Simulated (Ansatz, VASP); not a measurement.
**H2Rh: VASP beside Ansatz**

Contents of INCAR:

```
PREC = Accurate
ENCUT = 600
EDIFF = 1E-6
ISMEAR = 0
SIGMA = 0.1
LREAL = False
LASPH = True
NELM = 80
ALGO = Normal
ISIF = 3
LWAVE = False
LCHARG = False
GGA = PE
IBRION = 2
NSW = 100
EDIFFG = -0.01
```

KPOINTS

```
regular mesh
0
Gamma
  18 18 4
```

The input POSCAR:

```
H2Rh
1.0
    2.7052491462      0.0000000000      0.0000000000
   -1.3526245731      2.3428144842      0.0000000000
    0.0000000000      0.0000000000      9.5822574962
H Rh
4 2
Direct
    0.3333333333      0.6666666667      0.6473247628
    0.6666666667      0.3333333333      0.1473247628
    0.3333333333      0.6666666667      0.8526752372
    0.6666666667      0.3333333333      0.3526752372
    0.3333333333      0.6666666667      0.2500000000
    0.6666666667      0.3333333333      0.7500000000
```

Input for Ansatz:

```yaml
crystal:
  lattice:
    - [2.7052491462, 0.0, 0.0]
    - [-1.3526245731, 2.3428144842, 0.0]
    - [0.0, 0.0, 9.5822574962]
  atoms:
    - { symbol: H, position: [0.3333333333, 0.6666666667, 0.6473247628] }
    - { symbol: H, position: [0.6666666667, 0.3333333333, 0.1473247628] }
    - { symbol: H, position: [0.3333333333, 0.6666666667, 0.8526752372] }
    - { symbol: H, position: [0.6666666667, 0.3333333333, 0.3526752372] }
    - { symbol: Rh, position: [0.3333333333, 0.6666666667, 0.25] }
    - { symbol: Rh, position: [0.6666666667, 0.3333333333, 0.75] }
basis:
  ecutwfc: 420
kpoints:
  mp_grid: { grid: [18, 18, 4] }
hamiltonian:
  xc: pbe
scf:
  occupations: { method: gaussian, width: 0.1 }
output:
  forces: true
  stress: true
  eigenvalues: true
relax:
  adjacent_minimum: "off"
  f_tol: 0.01
  max_steps: 80
  cell: { stress_tol: 0.05 }
```

Alike in both runs: task relaxation of cell and atoms; functional PBE; k mesh 18 × 18 × 4; occupations gaussian, width 0.1 eV; no spin polarisation.

|  | VASP | Ansatz |
| --- | --- | --- |
| version | VASP 6.6.1 | Ansatz 0.2.0 |
| potentials or method | VASP PAW PBE potentials, release 64 (H, Rh_pv), cutoff 600 eV | scalar-relativistic, plane waves, PAW |
| valence electrons in the cell | 34 | 38 |

VASP gave:

| Quantity | Value |
| --- | --- |
| gap on the k mesh at the Fermi level, each at its own relaxed structure (eV) | none |
| relaxed volume (Å³/atom) | 10.13 |
| relaxed cell length with the largest relative difference (Å) | 9.561 |

Task: What did Ansatz give for the same quantities?

Result: gap on the k mesh at the Fermi level, each at its own relaxed structure (eV): none; relaxed volume (Å³/atom): 10.62; relaxed cell length with the largest relative difference (Å): 10.020.

A gap of «none» marks a metal or a gap that the smearing closes. VASP's potentials hold 34 valence electrons a cell and Ansatz's 38, so a difference there can come from the potentials and not from the codes.
